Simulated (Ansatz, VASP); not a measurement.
Ge in VASP and in Ansatz

```
Ge
1.0
    -1.68799    1.68799    1.68799
     1.68799   -1.68799    1.68799
     1.68799    1.68799   -1.68799
Ge
1
Direct
  0.00000 0.00000 0.00000
```

Alike in both runs: task relaxation of cell and atoms; functional RPBE; k mesh 13 × 13 × 13; occupations fermi-dirac, width 0.1 eV; no spin polarisation.

|  | VASP | Ansatz |
| --- | --- | --- |
| version | VASP 6.6.1 | Ansatz 0.2.0 |
| potentials or method | VASP PAW PBE potentials, release 64 (Ge_d), cutoff 600 eV | plane waves (420 eV) with PAW, scalar-relativistic |
| valence electrons in the cell | 14 | 14 |

VASP gave:

| Property | Result |
| --- | --- |
| relaxed volume (Å³/atom) | 19.82 |
| relaxed cell length with the largest relative difference (Å) | 2.953 |

Which values does Ansatz return?

Relaxed volume (Å³/atom): 19.83; relaxed cell length with the largest relative difference (Å): 2.954.

VASP's potentials were made for PBE, not for RPBE.
